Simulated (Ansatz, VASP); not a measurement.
## Two plane-wave programs on Ca2TaO3

```
CELL_PARAMETERS angstrom
3.28247 0.00000 0.00000
-1.64124 2.84270 0.00000
0.00000 0.00000 8.13418
ATOMIC_POSITIONS crystal
Ca 0.66667 0.33333 0.67436
Ca 0.33333 0.66667 0.32564
Ta 0.00000 0.00000 0.00000
O 0.66667 0.33333 0.15112
O 0.33333 0.66667 0.84888
O 0.00000 0.00000 0.50000
```

Change from the starting cell: species swapped into the Li3LaBi2 type (P-3m1, No. 164).

Alike in both runs: functional PBE; k mesh 6 × 6 × 4; occupations gaussian, width 0.1 eV; collinear spin.

Ansatz relaxed the structure, and its values are those at the end. VASP's run is a single point on that final structure, the one shown.

```csv
,VASP,Ansatz
version,VASP 6.6.1,Ansatz 0.2.0
potentials or method,"VASP PAW PBE potentials, release 64 (Ca_sv, Ta_pv, O), cutoff 520 eV","scalar-relativistic, plane waves, PAW"
valence electrons in the cell,49,51
```

VASP gave:

* gap on the k mesh at the Fermi level (eV): none
* pressure (GPa): 0.7
* rms of the force components (eV/Å): 0.004
* net moment per atom (μB): 0.06
* size of the moment on the site where the two differ most (μB): 0.23

Problem. Estimate Ansatz's values.

Solution. gap on the k mesh at the Fermi level (eV): none; pressure (GPa): 0.0; rms of the force components (eV/Å): 0.005; net moment per atom (μB): 0.06; size of the moment on the site where the two differ most (μB): 0.16.

Site moments also hang on the region over which each program counts them. A gap of «none» marks a metal or a gap that the smearing closes. VASP's potentials hold 49 valence electrons a cell and Ansatz's 51, so a difference there can come from the potentials and not from the codes.

The k mesh is coarse, so the values compare programs but aren't converged. Neither program's run includes spin-orbit coupling.
